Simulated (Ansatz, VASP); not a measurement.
## One calculation of MgO, two programs

File POSCAR:

```
MgO
1.0
    0.0000000000      2.1021674168      2.1021674168
    2.1021674168      0.0000000000      2.1021674168
    2.1021674168      2.1021674168      0.0000000000
Mg O
1 1
Direct
    0.0000000000      0.0000000000      0.0000000000
    0.5000000000      0.5000000000      0.5000000000
```

File INCAR.step1:

```
ALGO = Normal
EDIFF = 1E-4
ENCUT = 520
GGA = PE
ISMEAR = 0
LASPH = T
LCHARG = F
LREAL = F
LWAVE = T
NBANDS = 11
NELM = 100
PREC = Accurate
SIGMA = 0.2
```

Contents of INCAR.step2:

```
ALGO = Normal
EDIFF = 1E-6
ENCUT = 520
ISIF = 2
ISMEAR = 0
ISTART = 1
LASPH = T
LCHARG = T
LELF = T
LMIXTAU = T
LREAL = F
LVHAR = T
LWAVE = F
METAGGA = R2SCAN
NBANDS = 11
NELM = 100
PREC = Accurate
SIGMA = 0.2
```

The input KPOINTS:

```
k-points
0
Gamma
  8 8 8
```

Input for Ansatz:

```yaml
crystal:
  lattice:
    - [0.0, 2.1021674168, 2.1021674168]
    - [2.1021674168, 0.0, 2.1021674168]
    - [2.1021674168, 2.1021674168, 0.0]
  atoms:
    - { symbol: Mg, position: [0.0, 0.0, 0.0] }
    - { symbol: O, position: [0.5, 0.5, 0.5] }
kpoints:
  mp_grid: { grid: [8, 8, 8] }
hamiltonian:
  xc: r2scan
scf:
  occupations: { method: gaussian, width: 0.2 }
  n_extra_bands: 4
output:
  forces: true
  stress: true
  eigenvalues: true
```

Alike in both runs: task single point; functional r2SCAN; k mesh 8 × 8 × 8; occupations gaussian, width 0.2 eV; no spin polarisation.

|  | VASP | Ansatz |
| --- | --- | --- |
| version | VASP 6.6.1 | Ansatz 0.2.0 |
| potentials or method | VASP PAW PBE potentials, release 64 (Mg, O) | plane waves |
| plane-wave cutoff (eV) | 520 | 500 |
| valence electrons in the cell | 8 | 16 |

Ansatz gave:

```
gap on the k mesh at the Fermi level (eV) : 5.68
pressure (GPa)                            : 0.0
```

Task: Which values does VASP return?

Result: gap on the k mesh at the Fermi level (eV): 5.66; pressure (GPa): -1.1.

VASP's potentials were made for PBE, not for r2SCAN. VASP's potentials hold 8 valence electrons a cell and Ansatz's 16, so a difference there can come from the potentials and not from the codes.
